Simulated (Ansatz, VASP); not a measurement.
Ta2Au: VASP beside Ansatz

```
Ta Au
1.0
    -3.15907    3.15907    2.62961
     3.15907   -3.15907    2.62961
     3.15907    3.15907   -2.62961
Ta Au
4 2
Direct
  0.66700 0.16700 0.83400
  0.16700 0.33300 0.50000
  0.33300 0.83300 0.16600
  0.83300 0.66700 0.50000
  0.25000 0.25000 0.00000
  0.75000 0.75000 0.00000
```

Alike in both runs: task relaxation of cell and atoms; functional PBE; k mesh 4 × 4 × 4; occupations gaussian, width 0.1 eV; no spin polarisation.

```csv
,VASP,Ansatz
version,VASP 6.6.1,Ansatz 0.2.0
potentials or method,"VASP PAW PBE potentials, release 64 (Ta_pv, Au), cutoff 600 eV","scalar-relativistic, plane waves, PAW"
valence electrons in the cell,66,90
```

```csv
,VASP,Ansatz,Ansatz less VASP
"gap on the k mesh at the Fermi level, each at its own relaxed structure (eV)",none,none,-
relaxed volume (Å³/atom),18.42,18.45,+0.025
relaxed cell length with the largest relative difference (Å),5.298,5.299,+0.0014
```

A gap of «none» marks a metal or a gap that the smearing closes. VASP's potentials hold 66 valence electrons a cell and Ansatz's 90, so a difference there can come from the potentials and not from the codes.

The k mesh is coarse, so the values compare programs but aren't converged. Neither program's run includes spin-orbit coupling.
